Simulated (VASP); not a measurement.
# Ge (Fm-3m) in VASP: a series of runs, part 2 of 2

VASP 6.6.1.

## (4) Single point, PBE

INCAR reads:

```
  PREC = Accurate
  ENCUT = 500
  EDIFF = 1E-6
  ISMEAR = 0
  SIGMA = 0.1
  LREAL = F
  LASPH = T
  NELM = 120
  ALGO = Normal
  ISIF = 2
  LWAVE = F
  LCHARG = F
  GGA = PE
  NBANDS = 13
  GGA_COMPAT = F
```

KPOINTS reads:

```
Automatic mesh
0
Gamma
  2 2 2
```

POSCAR reads:

```
Ge
1.0
    0.0000000000      2.0983605250      2.0983605250
    2.0983605250      0.0000000000      2.0983605250
    2.0983605250      2.0983605250      0.0000000000
Ge
1
Direct
   -0.0476562530      0.0476562530      0.0476562530
```

Started as:

```sh
$ cat potpaw_PBE.64/Ge_d/POTCAR > POTCAR
$ mpirun -np 1 vasp_std > vasp.out
```

Run time: 4.4 s. Hardware: 1 thread of Intel Xeon 8259CL, shared host; peak memory 0.13 GiB.

The run converged. Its results:

```
Free energy            : -6.1984 eV
Pressure               : -8.8 GPa
Band gap on the k mesh : zero (band 7 reaches 16.23 eV, above the bottom of band 8 at 9.72 eV)
```

Levels at points of the mesh, in eV from the Fermi level:
| k point | band 3 | band 4 | band 5 | band 6 | band 7 | band 8 | band 9 | band 10 | band 11 | band 12 |
| --- | --- | --- | --- | --- | --- | --- | --- | --- | --- | --- |
| (0.00, 0.00, 0.00) | -27.40 | -27.34 | -27.34 | -15.98 | 6.58 | 6.58 | 6.58 | 11.59 | 11.59 | 11.59 |
| (0.50, 0.00, 0.00) | -27.39 | -27.29 | -27.29 | -10.55 | -8.29 | 4.44 | 4.44 | 9.79 | 10.23 | 10.23 |
| (0.50, 0.50, 0.00) | -27.30 | -27.28 | -27.28 | -8.16 | -7.00 | 0.07 | 0.07 | 3.90 | 4.12 | 25.97 |

Caveat: the k points lie up to 1.30 Å⁻¹ apart.

## (5) Single point, PBE

INCAR reads:

```
SYSTEM = Ge
ALGO = Normal
EDIFF = 1E-6
ENCUT = 500
GGA = PE
GGA_COMPAT = .False.
ISIF = 2
ISMEAR = 0
LASPH = .True.
LCHARG = .False.
LREAL = .False.
LWAVE = .False.
NBANDS = 13
NELECT = 13.75
NELM = 120
PREC = Accurate
SIGMA = 0.1
```

KPOINTS reads:

```
k-points
0
Gamma
  2 2 2
  0 0 0
```

Edit POSCAR of step 4 so:

```diff
@@ -8,2 +8,2 @@
 Direct
-   -0.0476562530      0.0476562530      0.0476562530
+    0.0000000000      0.0000000000      0.0000000000
```

Potentials or basis: VASP PAW PBE potentials, release 64 (Ge_d).

Started as:

```sh
$ cat potpaw_PBE.64/Ge_d/POTCAR > POTCAR
$ mpirun -np 1 vasp_std > vasp.out
```

OUTCAR:

```text
SYSTEM = Ge
   EDIFF = 1E-6
   ENCUT = 500
   GGA = PE
   ISIF = 2
   ISMEAR = 0
   LASPH = .True.
   LREAL = .False.
   NELECT = 13.75
   NELM = 120
   PREC = Accurate

 ion  position               nearest neighbor table
   1  0.000  0.000  0.000-

  LATTYP: Found a face centered cubic cell.
 ALAT       =     4.1967210500

  Lattice vectors:

 A1 = (   0.0000000000,   2.0983605250,   2.0983605250)
 A2 = (   2.0983605250,   0.0000000000,   2.0983605250)
 A3 = (   2.0983605250,   2.0983605250,   0.0000000000)

Analysis of symmetry for initial positions (statically):
=====================================================================
 Subroutine PRICEL returns:
 Original cell was already a primitive cell.

 Routine SETGRP: Setting up the symmetry group for a
 face centered cubic supercell.

 Subroutine GETGRP returns: Found 48 space group operations
[... 9 lines left out ...]

 Routine SETGRP: Setting up the symmetry group for a
 face centered cubic supercell.

 Subroutine GETGRP returns: Found 48 space group operations
[... 11 lines left out ...]
                                     Primitive cell

[... 123 lines left out ...]
  band No.  band energies     occupation
      1     -17.8247      2.00000
      2     -17.8247      2.00000
      3     -17.8247      2.00000
      4     -17.7726      2.00000
      5     -17.7726      2.00000
      6      -6.1775      2.00000
      7      16.3309      0.00000
      8      16.3309      0.00000
      9      16.3309      0.00000
     10      21.4127      0.00000
     11      21.4127      0.00000
     12      21.4127      0.00000
     13      22.3953      0.00000
[... 18 lines left out ...]
  band No.  band energies     occupation
      1     -17.8852      2.00000
      2     -17.8481      2.00000
      3     -17.7274      2.00000
      4     -17.7112      2.00000
      5     -17.7112      2.00000
      6       1.5949      2.00000
      7       2.8149      2.00000
      8       9.8637      0.00000
      9       9.8637      0.00000
     10      13.7401      0.00000
     11      13.9409      0.00000
     12      35.7666      0.00000
     13      35.7698      0.00000

------------------------ aborting loop because EDIFF is reached ----------------------------------------

  FORCE on cell =-STRESS in cart. coord.  units (eV):
  Direction    XX          YY          ZZ          XY          YZ          ZX
  --------------------------------------------------------------------------------------
  -------------------------------------------------------------------------------------
  Total       -4.2471339     -4.2471339     -4.2471339      0.0000000      0.0000000      0.0000000
  in kB     -368.2444552   -368.2444552   -368.2444552      0.0000000      0.0000000      0.0000000
  external PRESSURE =    -368.2444552 kB  Pullay stress =       0.0000000 kB

 VOLUME and BASIS-vectors are now :
 -----------------------------------------------------------------------------
  energy-cutoff  :      500.00
  volume of cell :       18.48
      direct lattice vectors                 reciprocal lattice vectors
     0.000000000  2.098360525  2.098360525    -0.238281265  0.238281265  0.238281265
     2.098360525  0.000000000  2.098360525     0.238281265 -0.238281265  0.238281265
     2.098360525  2.098360525  0.000000000     0.238281265  0.238281265 -0.238281265

 POSITION                                       TOTAL-FORCE (eV/Angst)
 -----------------------------------------------------------------------------------
      0.00000      0.00000      0.00000         0.000000      0.000000      0.000000
 -----------------------------------------------------------------------------------
    total drift:                               -0.000000      0.000000     -0.000000

  FREE ENERGIE OF THE ION-ELECTRON SYSTEM (eV)
  ---------------------------------------------------
  free  energy   TOTEN  =        -8.6194708513 eV

  energy  without entropy=       -8.6194708513  energy(sigma->0) =       -8.61947085
```

OSZICAR:

```text
N       E                     dE             d eps       ncg     rms          rms(c)
DAV:   1     0.698218557079E+02    0.69822E+02   -0.67289E+03    83   0.259E+03
DAV:   2    -0.219915222707E+01   -0.72021E+02   -0.69574E+02    88   0.545E+02
DAV:   3    -0.854775020563E+01   -0.63486E+01   -0.63376E+01    93   0.753E+01
DAV:   4    -0.863044116779E+01   -0.82691E-01   -0.82688E-01    88   0.970E+00
DAV:   5    -0.863136786159E+01   -0.92669E-03   -0.92668E-03    98   0.109E+00    0.132E+00
DAV:   6    -0.862140881766E+01    0.99590E-02   -0.32531E-02    88   0.336E+00    0.609E-01
DAV:   7    -0.861962413796E+01    0.17847E-02   -0.26949E-03    93   0.828E-01    0.158E-01
DAV:   8    -0.861947204180E+01    0.15210E-03   -0.23195E-04    88   0.175E-01    0.445E-02
DAV:   9    -0.861946937348E+01    0.26683E-05   -0.45784E-05    98   0.153E-01    0.103E-02
DAV:  10    -0.861947112355E+01   -0.17501E-05   -0.19512E-06    93   0.221E-02    0.139E-03
DAV:  11    -0.861947085132E+01    0.27222E-06   -0.15123E-07    54   0.848E-03
   1 F= -.86194709E+01 E0= -.86194709E+01  d E =-.455424E-10
```

stdout:

```text
POSCAR found type information on POSCAR Ge
 POSCAR found :  1 types and       1 ions
 scaLAPACK will be used
 LDA part: xc-table for (Slater+PW92), standard interpolation
 POSCAR, INCAR and KPOINTS ok, starting setup
 FFT: planning ... GRIDC
 FFT: planning ... GRID_SOFT
 FFT: planning ... GRID
 WAVECAR not read
 entering main loop
 the old and the new charge density differ
 old charge density:    14.00000 new   13.75000
    0.132E+00
```

Wall time 3.4 s (1 thread of Intel Xeon 8259CL, shared host); peak memory 0.13 GiB.

What came out:

```yaml
Free_energy: -8.6195 eV
```

Caveat: the k points lie up to 1.30 Å⁻¹ apart; the cell carries a net charge on a neutralising background, which shifts energy and pressure; the cell is charged against a uniform background, so pressure and absolute levels hang on convention.
